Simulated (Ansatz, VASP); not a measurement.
One calculation of ScAl7N8, two programs

```
Al Sc N
1.0
     6.28529    0.00000    0.00000
    -3.14264    5.44322    0.00000
     0.00000    0.00000    4.96419
Al Sc N
7 1 8
Direct
  0.16621 0.33241 0.99864
  0.16621 0.83379 0.99864
  0.66759 0.83379 0.99864
  0.32710 0.16355 0.50061
  0.33333 0.66667 0.49788
  0.83645 0.16355 0.50061
  0.83645 0.67290 0.50061
  0.66667 0.33333 0.99081
  0.16738 0.33475 0.38026
  0.16738 0.83262 0.38026
  0.66667 0.33333 0.41465
  0.66525 0.83262 0.38026
  0.31207 0.15604 0.87740
  0.33333 0.66667 0.88189
  0.84396 0.15604 0.87740
  0.84396 0.68793 0.87740
```

Alike in both runs: functional LDA; k mesh 4 × 4 × 5; occupations gaussian, width 0.02 eV; no spin polarisation.

Ansatz relaxed the structure, and its values are those at the end. VASP's run is a single point on that final structure, the one shown.

|  | VASP | Ansatz |
| --- | --- | --- |
| version | VASP 6.6.1 | Ansatz 0.2.0 |
| potentials or method | VASP PAW LDA potentials, release 64 (Al, Sc_sv, N) | scalar-relativistic, plane waves, PAW |
| plane-wave cutoff (eV) | 520 | 420 |
| valence electrons in the cell | 72 | 72 |

|  | VASP | Ansatz | Ansatz less VASP |
| --- | --- | --- | --- |
| pressure (GPa) | 0.7 | 0.0 | -0.72 |
| rms of the force components (eV/Å) | 0.015 | 0.000 | -0.0147 |

LDA's correlation is that of Perdew and Zunger in VASP and of Perdew and Wang (1992) in Ansatz.
